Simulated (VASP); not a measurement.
## W: single point with PBE

Crystal: W.

```
CELL_PARAMETERS angstrom
-1.60279 1.60279 1.60279
1.60279 -1.60279 1.60279
1.60279 1.60279 -1.60279
ATOMIC_POSITIONS crystal
W 0.00000 0.00000 0.00000
```

```
Program                : VASP 6.6.1
Task                   : single point
Functional             : PBE
Potentials or basis    : VASP PAW PBE potentials, release 64 (W_sv)
Cutoff                 : 520 eV
k mesh                 : 24 × 24 × 24
Occupations            : fermi-dirac, width 0.0612256 eV
Spin                   : no spin polarisation
Dipole correction      : no
Further INCAR settings : ALGO = Normal; EDIFF = 1e-07; NBANDS = 13
```

```json
{"Pressure": "-5.5 GPa", "Band gap on the k mesh": "zero (bands 7 and 8 overlap by 6.06 eV)"}
```

Levels at points of the mesh, in eV from the Fermi level:
| k point | band 5 | band 6 | band 7 | band 8 | band 9 | band 10 |
| --- | --- | --- | --- | --- | --- | --- |
| (0.00, 0.00, 0.00) | -9.45 | -1.19 | -1.19 | -1.19 | 2.14 | 2.14 |
| (0.50, 0.00, 0.00) | -6.06 | -3.41 | 0.53 | 2.02 | 2.95 | 5.79 |
| (0.50, 0.50, 0.50) | -5.56 | -5.56 | 4.87 | 4.87 | 4.87 | 7.92 |

It took 75 s on 1 thread of Intel Xeon 8259CL, on a shared host, peak memory 0.21 GiB.

Caveat: the cell stands under tension; spin-orbit coupling is left out, which moves the levels of the heavy elements.
